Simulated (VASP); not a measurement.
# PtS2 (P4_2/mnm) in VASP: further runs, part 2 of 2

VASP 6.6.1.

## (3) Single point, PBE

The input, INCAR:

```
SYSTEM = PtS2
PREC = Accurate ; ENCUT = 520
EDIFF = 1E-6 ; ISMEAR = -1
SIGMA = 0.02 ; LREAL = .False.
LASPH = .True. ; NELM = 80
ALGO = Normal ; ISIF = 2
LWAVE = .False. ; LCHARG = .True.
GGA = PE ; LELF = .True.
LVHAR = .True. ; NBANDS = 31
```

The input, KPOINTS:

```
Automatic mesh
0
Gamma
  6 6 6
  0 0 0
```

The input, POSCAR:

```
PtS2
1.0
    5.4233923774      0.0000000000      0.0000000000
    0.0000000000      5.4233923774      0.0000000000
    0.0000000000      0.0000000000      3.7881554414
Pt S
2 4
Direct
    0.0000000000      0.0000000000      0.0000000000
    0.5000000000      0.5000000000      0.5000000000
    0.3093123642      0.3093123642      0.0000000000
    0.1906876358      0.8093123642      0.5000000000
    0.8093123642      0.1906876358      0.5000000000
    0.6906876358      0.6906876358      0.0000000000
```

Potentials or basis: VASP PAW PBE potentials, release 64 (Pt, S).

On the command line:

```
$ cat potpaw_PBE.64/Pt/POTCAR potpaw_PBE.64/S/POTCAR > POTCAR
$ mpirun -np 1 vasp_std > vasp.out
```

OUTCAR:

```text
SYSTEM = PtS2
   PREC = Accurate
   ENCUT = 520
   EDIFF = 1E-6
   ISMEAR = -1
   LREAL = .False.
   LASPH = .True.
   NELM = 80
   ISIF = 2
   GGA = PE

 ion  position               nearest neighbor table
   1  0.000  0.000  0.000-   3 2.37   6 2.37   5 2.39   4 2.39   4 2.39   5 2.39
   2  0.500  0.500  0.500-   4 2.37   5 2.37   3 2.39   6 2.39   3 2.39   6 2.39
   3  0.309  0.309  0.000-   1 2.37   2 2.39   2 2.39
   4  0.191  0.809  0.500-   2 2.37   1 2.39   1 2.39
   5  0.809  0.191  0.500-   2 2.37   1 2.39   1 2.39
   6  0.691  0.691  0.000-   1 2.37   2 2.39   2 2.39

  LATTYP: Found a simple tetragonal cell.
 ALAT       =     5.4233923774
 C/A-ratio  =     0.6984844868

  Lattice vectors:

 A1 = (   5.4233923774,   0.0000000000,   0.0000000000)
 A2 = (   0.0000000000,   5.4233923774,   0.0000000000)
 A3 = (   0.0000000000,   0.0000000000,   3.7881554414)

Analysis of symmetry for initial positions (statically):
=====================================================================
 Subroutine PRICEL returns:
 Original cell was already a primitive cell.

 Routine SETGRP: Setting up the symmetry group for a
 simple tetragonal supercell.

 Subroutine GETGRP returns: Found 16 space group operations
 (whereof  8 operations were pure point group operations)
 out of a pool of 16 trial point group operations.

The static configuration has the point symmetry D_2h.
 The point group associated with its full space group is D_4h.

Analysis of symmetry for dynamics (positions and initial velocities):
=====================================================================
 Subroutine PRICEL returns:
 Original cell was already a primitive cell.

 Routine SETGRP: Setting up the symmetry group for a
 simple tetragonal supercell.

 Subroutine GETGRP returns: Found 16 space group operations
 (whereof  8 operations were pure point group operations)
 out of a pool of 16 trial point group operations.

The dynamic configuration has the point symmetry D_2h.
 The point group associated with its full space group is D_4h.

 Subroutine INISYM returns: Found 16 space group operations
 (whereof  8 operations are pure point group operations),
 and found     1 'primitive' translations

----------------------------------------------------------------------------------------

                                     Primitive cell

  volume of cell :     111.4217

  direct lattice vectors                    reciprocal lattice vectors
     5.423392377  0.000000000  0.000000000     0.184386438  0.000000000  0.000000000
     0.000000000  5.423392377  0.000000000     0.000000000  0.184386438  0.000000000
     0.000000000  0.000000000  3.788155441     0.000000000  0.000000000  0.263980720

  length of vectors
     5.423392377  5.423392377  3.788155441     0.184386438  0.184386438  0.263980720

  position of ions in fractional coordinates (direct lattice)
     0.000000000  0.000000000  0.000000000
     0.500000000  0.500000000  0.500000000
     0.309312364  0.309312364  0.000000000
     0.190687636  0.809312364  0.500000000
     0.809312364  0.190687636  0.500000000
[... 33 lines left out ...]
 ===========================================

 Found     40 irreducible k-points:

 Following reciprocal coordinates:
            Coordinates               Weight
  0.000000  0.000000  0.000000      1.000000
  0.166667  0.000000  0.000000      4.000000
  0.333333  0.000000  0.000000      4.000000
  0.500000  0.000000  0.000000      2.000000
  0.166667  0.166667  0.000000      4.000000
  0.333333  0.166667  0.000000      8.000000
[... 16 lines left out ...]
  0.333333  0.000000  0.333333      8.000000
  0.500000  0.000000  0.333333      4.000000
 [... further k-points ...]
   k-points           NKPTS =     40   k-points in BZ     NKDIM =     40   number of bands    NBANDS=     31
   number of dos      NEDOS =    301   number of ions     NIONS =      6
   total plane-waves  NPLWV =  44800
   dimension x,y,z NGX =    40 NGY =   40 NGZ =   28
   dimension x,y,z NGXF=    80 NGYF=   80 NGZF=   56
   ions per type =               2   4
   NGX,Y,Z   is equivalent  to a cutoff of  12.26, 12.26, 12.29 a.u.
   NGXF,Y,Z  is equivalent  to a cutoff of  24.52, 24.52, 24.58 a.u.
 SYSTEM =  PtS2
   PREC   = accura    normal or accurate (medium, high low for compatibility)
   ISTART =      0    job   : 0-new  1-cont  2-samecut
   ICHARG =      2    charge: 1-file 2-atom 10-const
   ISPIN  =      1    spin polarized calculation?
   LNONCOLLINEAR =      F non collinear calculations
   LSORBIT =      F    spin-orbit coupling
   LASPH  =      T    aspherical Exc in radial PAW
   ENCUT  =  520.0 eV  38.22 Ry    6.18 a.u.  10.08 10.08  7.04*2*pi/ulx,y,z
   NELM   =     80;   NELMIN=  2; NELMDL= -5     # of ELM steps
   EDIFF  = 0.1E-05   stopping-criterion for ELM
   LREAL  =      F    real-space projection
   EDIFFG = 0.1E-04   stopping-criterion for IOM
   NSW    =      0    number of steps for IOM
   IBRION =     -1    ionic relax: 0-MD 1-quasi-New 2-CG
   NFREE  =      0    steps in history (QN), initial steepest desc. (CG)
   ISIF   =      2    stress and relaxation
   ISYM   =      2    0-nonsym 1-usesym 2-fastsym
   POTIM  = 0.5000    time-step for ionic-motion
   TEBEG  =    0.0;   TEEND  =   0.0 temperature during run
   PSTRESS=    0.0 pullay stress
   NELECT =      44.0000    total number of electrons
   NUPDOWN=      -1.0000    fix difference up-down
   EMIN   =  10.00;   EMAX   =-10.00  energy-range for DOS
   EFERMI =   0.00;   METHOD = LEGACY
   ISMEAR =    -1;   SIGMA  =   0.02  broadening in eV -4-tet -1-fermi 0-gaus
   EFERMI_NEDOS =   21; number of points for ismear=-14 and -15
   IALGO  =     38    algorithm
   IMIX   =      4    mixing-type and parameters
     AMIX     =   0.40;   BMIX     =  1.00
     AMIX_MAG =   1.60;   BMIX_MAG =  1.00
  volume/ion in A,a.u.               =      18.57       125.32
  Fermi-wavevector in a.u.,A,eV,Ry     =   1.201072  2.269697 19.627416  1.442574
  Thomas-Fermi vector in A             =   2.336891
   LORBIT       =      0    0 simple, 1 ext, 2 COOP (PROOUT), +10 PAW based schemes
   GGA     = PE    functional components
   LHFCALC =     F    Hartree Fock is set to
   AEXX    =    0.0000 exact exchange contribution
   IVDW    =     0    specifies the selected vdW correction
   LEPSILON=     F    determine dielectric tensor
   LRPA    =     F    only Hartree local field effects (RPA)
 non-spin polarized calculation
  energy-cutoff  :      520.00
  volume of cell :      111.42
 maximum number of plane-waves:      3024
   NGX = 21   NGY = 21   NGZ = 15

 number of electron      43.9999989 magnetization

 Free energy of the ion-electron system (eV)
  ---------------------------------------------------
  ext. energy  EPLUGINS =         0.00000000
  ---------------------------------------------------
  free energy    TOTEN  =       -28.80943412 eV

  energy without entropy =      -28.80134231  energy(sigma->0) =      -28.80538822

 E-fermi :   6.2719     XC(G=0): -10.6221

 val. band max:        6.2695312899   @ k =   0.1667   0.0000   0.5000
 cond. band min:       6.2719286263   @ k =   0.3333   0.3333   0.1667
 fundamental gap:      0.0023973363
 Fermi energy:         6.2718778786

 k-point     1 :       0.0000    0.0000    0.0000
  band No.  band energies     occupation
      1      -8.6569      2.00000
      2      -6.9052      2.00000
      3      -6.0751      2.00000
      4      -6.0751      2.00000
      5      -1.7446      2.00000
      6      -0.9964      2.00000
[... 805 lines left out ...]
     30      13.7592      0.00000
     31      14.8036      0.00000

 [... further k-points ...]

------------------------ aborting loop because EDIFF is reached ----------------------------------------

  FORCE on cell =-STRESS in cart. coord.  units (eV):
  Direction    XX          YY          ZZ          XY          YZ          ZX
  --------------------------------------------------------------------------------------
  -------------------------------------------------------------------------------------
  Total        1.2436880      1.2436880      1.8623996      0.0000000      0.0000000      0.0000000
  in kB       17.8834861     17.8834861     26.7801865      0.0000000      0.0000000      0.0000000
  external PRESSURE =      20.8490529 kB  Pullay stress =       0.0000000 kB

 VOLUME and BASIS-vectors are now :
 -----------------------------------------------------------------------------
  energy-cutoff  :      520.00
  volume of cell :      111.42
      direct lattice vectors                 reciprocal lattice vectors
     5.423392377  0.000000000  0.000000000     0.184386438  0.000000000  0.000000000
     0.000000000  5.423392377  0.000000000     0.000000000  0.184386438  0.000000000
     0.000000000  0.000000000  3.788155441     0.000000000  0.000000000  0.263980720

 POSITION                                       TOTAL-FORCE (eV/Angst)
 -----------------------------------------------------------------------------------
      0.00000      0.00000      0.00000         0.000000      0.000000      0.000000
      2.71170      2.71170      1.89408         0.000000      0.000000      0.000000
      1.67752      1.67752      0.00000        -0.024099     -0.024099     -0.000000
      1.03417      4.38922      1.89408         0.024099     -0.024099      0.000000
      4.38922      1.03417      1.89408        -0.024099      0.024099      0.000000
      3.74587      3.74587      0.00000         0.024099      0.024099      0.000000
 -----------------------------------------------------------------------------------
    total drift:                               -0.000000      0.000000     -0.000000

  FREE ENERGIE OF THE ION-ELECTRON SYSTEM (eV)
  ---------------------------------------------------
  free  energy   TOTEN  =       -28.8094341235 eV

  energy  without entropy=      -28.8013423077  energy(sigma->0) =      -28.80538822
```

Wall time 69 s (1 thread of Intel Xeon Platinum 8375C at 2.90GHz (Ice Lake), shared host); peak memory 0.26 GiB.

What came out:

| Item | Value |
| --- | --- |
| Free energy | -28.8094 eV |
| Pressure | 2.1 GPa |
| Largest force | 0.034 eV/Å |
| Band gap on the k mesh | zero (band 22 reaches 6.57 eV, above the bottom of band 23 at 6.09 eV) |

Forces in eV/Å, atoms in the order of the input:
```
Pt   0.000  0.000  0.000
Pt   0.000  0.000  0.000
S   -0.024 -0.024  0.000
S    0.024 -0.024  0.000
S   -0.024  0.024  0.000
S    0.024  0.024  0.000
```

Stress tensor (GPa, compression positive):
```
1.79 0.00 0.00
0.00 1.79 0.00
0.00 0.00 2.68
```

Levels at points of the mesh, in eV from the Fermi level:
```csv
k point,band 20,band 21,band 22,band 23,band 24,band 25
"(0.00, 0.00, 0.00)",-0.43,-0.18,-0.18,0.22,2.63,2.63
"(0.50, 0.00, 0.00)",-1.30,-0.63,-0.63,2.14,2.14,2.31
"(0.50, 0.50, 0.00)",-1.39,0.30,0.30,0.33,0.33,2.51
"(0.00, 0.00, 0.50)",-0.94,-0.02,-0.02,0.43,0.43,0.97
"(0.50, 0.00, 0.50)",-1.13,-1.08,-1.08,0.06,0.06,3.40
"(0.50, 0.50, 0.50)",-0.45,-0.36,-0.36,1.13,1.13,1.17
```

Caveat: spin-orbit coupling is left out, which moves the levels of the heavy elements.

## (4) Single point, LDA

The input, INCAR:

```
  ALGO = Normal
  EDIFF = 1E-6
  ENCUT = 520
  ISIF = 2
  ISMEAR = -1
  LASPH = True
  LCHARG = False
  LREAL = False
  LWAVE = False
  NBANDS = 31
  NELM = 100
  PREC = Accurate
  SIGMA = 0.02
```

The input, KPOINTS:

```
k-points
0
Gamma
  6 6 6
```

POSCAR is that of step 3.

Potentials or basis: VASP PAW LDA potentials, release 64 (Pt, S).

On the command line:

```
$ cat potpaw_LDA.64/Pt/POTCAR potpaw_LDA.64/S/POTCAR > POTCAR
$ mpirun -np 1 vasp_std > vasp.out
```

Wall time 66 s (1 thread of Intel Xeon Platinum 8375C at 2.90GHz (Ice Lake), shared host); peak memory 0.24 GiB.

The run converged. Its results:

```
Free energy            : -34.3925 eV
Pressure               : -5.1 GPa
Largest force          : 0.023 eV/Å
Band gap on the k mesh : zero (band 22 reaches 6.40 eV, above the bottom of band 23 at 5.97 eV)
```

Forces on the atoms (eV/Å):
```
Pt   0.000  0.000  0.000
Pt   0.000  0.000  0.000
S    0.016  0.016  0.000
S   -0.016  0.016  0.000
S    0.016 -0.016  0.000
S   -0.016 -0.016  0.000
```

Stress tensor (GPa, compression positive):
```
-5.05  0.00  0.00
 0.00 -5.05  0.00
 0.00  0.00 -5.14
```

Levels at points of the mesh, in eV from the Fermi level:
| k point | band 18 | band 19 | band 20 | band 21 | band 22 | band 23 | band 24 | band 25 | band 26 | band 27 |
| --- | --- | --- | --- | --- | --- | --- | --- | --- | --- | --- |
| (0.00, 0.00, 0.00) | -1.40 | -1.30 | -0.45 | -0.17 | -0.17 | 0.26 | 2.60 | 2.60 | 2.82 | 4.44 |
| (0.50, 0.00, 0.00) | -1.90 | -1.32 | -1.32 | -0.63 | -0.63 | 2.10 | 2.10 | 2.27 | 2.27 | 5.23 |
| (0.50, 0.50, 0.00) | -2.58 | -1.41 | -1.41 | 0.25 | 0.25 | 0.36 | 0.36 | 2.47 | 2.47 | 6.03 |
| (0.00, 0.00, 0.50) | -2.74 | -0.95 | -0.95 | -0.01 | -0.01 | 0.38 | 0.38 | 0.91 | 0.91 | 5.02 |
| (0.50, 0.00, 0.50) | -3.36 | -1.13 | -1.13 | -1.13 | -1.13 | 0.07 | 0.07 | 3.36 | 3.36 | 6.99 |
| (0.50, 0.50, 0.50) | -2.47 | -0.44 | -0.44 | -0.35 | -0.35 | 1.09 | 1.09 | 1.12 | 1.12 | 4.74 |

Caveat: spin-orbit coupling is left out, which moves the levels of the heavy elements.

## (5) Single point, r2SCAN

POSCAR is that of step 4.

The input, INCAR.step1:

```
  PREC = Accurate
  ENCUT = 520
  ISMEAR = -1
  SIGMA = 0.02
  LREAL = False
  LASPH = True
  NELM = 80
  NBANDS = 31
  GGA = PE
  ALGO = Normal
  EDIFF = 1E-4
  LWAVE = True
  LCHARG = False
```

The input, INCAR.step2:

```
  PREC = Accurate
  ENCUT = 520
  EDIFF = 1E-6
  ISMEAR = -1
  SIGMA = 0.02
  LREAL = False
  LASPH = True
  NELM = 80
  ALGO = Normal
  ISIF = 2
  LWAVE = False
  LCHARG = False
  METAGGA = R2SCAN
  LMIXTAU = True
  NBANDS = 31
  ISTART = 1
```

The input, KPOINTS:

```
regular mesh
0
Gamma
  6 6 6
```

Potentials or basis: VASP PAW PBE potentials, release 64 (Pt, S).

On the command line:

```
$ cat potpaw_PBE.64/Pt/POTCAR potpaw_PBE.64/S/POTCAR > POTCAR
$ cp INCAR.step1 INCAR
$ mpirun -np 1 vasp_std > vasp.out
$ cp INCAR.step2 INCAR
$ mpirun -np 1 vasp_std > vasp.out
```

OUTCAR:

```text
PREC = Accurate
   ENCUT = 520
   EDIFF = 1E-6
   ISMEAR = -1
   LREAL = False
   LASPH = True
   NELM = 80
   ISIF = 2
   METAGGA = R2SCAN
   ISTART = 1

 ion  position               nearest neighbor table
   1  0.000  0.000  0.000-   3 2.37   6 2.37   5 2.39   4 2.39   4 2.39   5 2.39
   2  0.500  0.500  0.500-   4 2.37   5 2.37   3 2.39   6 2.39   3 2.39   6 2.39
   3  0.309  0.309  0.000-   1 2.37   2 2.39   2 2.39
   4  0.191  0.809  0.500-   2 2.37   1 2.39   1 2.39
   5  0.809  0.191  0.500-   2 2.37   1 2.39   1 2.39
   6  0.691  0.691  0.000-   1 2.37   2 2.39   2 2.39

[... 1023 lines left out ...]
  -------------------------------------------------------------------------------------
  Total       -0.1065301     -0.1065301     -0.0671029     -0.0000000      0.0000000      0.0000000
  in kB       -1.5318391     -1.5318391     -0.9648990     -0.0000000      0.0000000      0.0000000
  external PRESSURE =      -1.3428591 kB  Pullay stress =       0.0000000 kB

 VOLUME and BASIS-vectors are now :
 -----------------------------------------------------------------------------
  energy-cutoff  :      520.00
  volume of cell :      111.42
      direct lattice vectors                 reciprocal lattice vectors
     5.423392377  0.000000000  0.000000000     0.184386438  0.000000000  0.000000000
     0.000000000  5.423392377  0.000000000     0.000000000  0.184386438  0.000000000
     0.000000000  0.000000000  3.788155441     0.000000000  0.000000000  0.263980720

 POSITION                                       TOTAL-FORCE (eV/Angst)
 -----------------------------------------------------------------------------------
      0.00000      0.00000      0.00000         0.000000     -0.000000      0.000000
      2.71170      2.71170      1.89408         0.000000     -0.000000      0.000000
      1.67752      1.67752      0.00000        -0.046576     -0.046576      0.000000
      1.03417      4.38922      1.89408         0.046576     -0.046576      0.000000
      4.38922      1.03417      1.89408        -0.046576      0.046576     -0.000000
      3.74587      3.74587      0.00000         0.046576      0.046576     -0.000000
 -----------------------------------------------------------------------------------
    total drift:                               -0.000000      0.000000     -0.000000

  FREE ENERGIE OF THE ION-ELECTRON SYSTEM (eV)
  ---------------------------------------------------
  free  energy   TOTEN  =      -135.5990542628 eV

  energy  without entropy=     -135.5909287911  energy(sigma->0) =     -135.59499153
```

Wall time 3.8 min (1 thread of Intel Xeon Platinum 8375C at 2.90GHz (Ice Lake), shared host); peak memory 0.28 GiB.

What came out:

* Free energy: -135.5991 eV
* Pressure: -0.1 GPa
* Largest force: 0.066 eV/Å
* Band gap on the k mesh: zero (band 22 reaches 6.35 eV, above the bottom of band 23 at 5.85 eV)

Forces on the atoms (eV/Å):
```
Pt   0.000  0.000  0.000
Pt   0.000  0.000  0.000
S   -0.047 -0.047  0.000
S    0.047 -0.047  0.000
S   -0.047  0.047  0.000
S    0.047  0.047  0.000
```

Caveat: the PAW data sets were made with another functional, which shifts forces and pressure a little; spin-orbit coupling is left out, which moves the levels of the heavy elements.

## (6) Summary

```csv
level,potentials or basis,k mesh,gap on the mesh (eV),pressure (GPa),largest force (eV/Å)
r2SCAN,"VASP PAW PBE potentials, release 64 (Pt, S)",4 × 4 × 6,none,0.0,-
PBE,"VASP PAW PBE potentials, release 64 (Pt, S)",6 × 6 × 6,none,2.1,0.03
LDA,"VASP PAW LDA potentials, release 64 (Pt, S)",6 × 6 × 6,none,-5.1,0.02
r2SCAN,"VASP PAW PBE potentials, release 64 (Pt, S)",6 × 6 × 6,none,-0.1,0.07
```

Alike in all rows: task single point; no spin polarisation; cell a = 5.423, b = 5.423, c = 3.788 Å, 6 atoms; cutoff (eV) 520; smearing fermi-dirac 0.02 eV.

Caveats: spin-orbit coupling is left out, which moves the levels of the heavy elements; the PAW data sets were made with another functional, which shifts forces and pressure a little (some runs).

Absolute energies hang on the potentials; compare differences alone.
